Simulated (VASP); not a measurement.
A run of VASP 6.6.1:

File INCAR:

```
ALGO = Normal
EDIFF = 1E-6
ENCUT = 520
GGA = PE
ISIF = 2
ISMEAR = 0
LASPH = T
LCHARG = F
LREAL = F
LWAVE = F
NBANDS = 7
NELM = 60
PREC = Accurate
SIGMA = 0.15
```

KPOINTS

```
k-points
0
Gamma
  20 20 20
```

Contents of POSCAR:

```
Mg
1.0
   -1.9217536856      1.9217536856      1.6798048966
    1.9217536856     -1.9217536856      1.6798048966
    1.9217536856      1.9217536856     -1.6798048966
Mg
1
Direct
    0.0000000000      0.0000000000      0.0000000000
```

Potentials or basis: VASP PAW PBE potentials, release 64 (Mg).

Run with:

```bash
$ cat potpaw_PBE.64/Mg/POTCAR > POTCAR
$ mpirun -np 1 vasp_std > vasp.out
```

Hardware: 1 thread of Intel(R) Xeon(R) 6975P-C (Granite Rapids), with other jobs on the host.

**Question.** Estimate the wall time of this run.

**Answer.** It took 17 s on 1 thread of Intel(R) Xeon(R) 6975P-C (Granite Rapids), with other jobs on the host, peak memory 0.23 GiB. Counts: scf iterations 9, k points 641.
